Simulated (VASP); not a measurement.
Here is a VASP 6.6.1 calculation.

The input INCAR:

```
SYSTEM = InO
ALGO = Normal
EDIFF = 1E-6
ENCUT = 520
GGA = PS
ISIF = 2
ISMEAR = 0
LASPH = .True.
LCHARG = .False.
LREAL = .False.
LWAVE = .False.
NBANDS = 27
NELM = 80
PREC = Accurate
SIGMA = 0.03
```

The input KPOINTS:

```
k-points
0
Gamma
  12 12 4
  0 0 0
```

POSCAR

```
InO
1.0
    3.5509494950      0.0000000000      0.0000000000
   -1.7754747475      3.0752124702      0.0000000000
    0.0000000000      0.0000000000     15.0186097210
In O
2 2
Direct
    0.6666666667      0.3333333333      0.5900210000
    0.6666666667      0.3333333333      0.4099790000
    0.0000000000      0.0000000000      0.6398670000
    0.0000000000      0.0000000000      0.3601330000
```

Potentials or basis: VASP PAW PBE potentials, release 64 (In_d, O).

Command:

```sh
$ cat potpaw_PBE.64/In_d/POTCAR potpaw_PBE.64/O/POTCAR > POTCAR
$ mpirun -np 1 vasp_std > vasp.out
```

**Question.** Predict the largest force.

**Answer.** 0.955 eV/Å.

**Question.** Estimate the band gap on the k mesh.

**Answer.** 0.38 eV (least direct gap 0.91 eV).

Forces on the atoms (eV/Å):
```
In   0.000  0.000  0.955
In   0.000  0.000 -0.955
O    0.000  0.000 -0.320
O    0.000  0.000  0.320
```

Caveat: the PAW data sets were made with another functional, which shifts forces and pressure a little; spin-orbit coupling is left out, which moves the levels of the heavy elements.
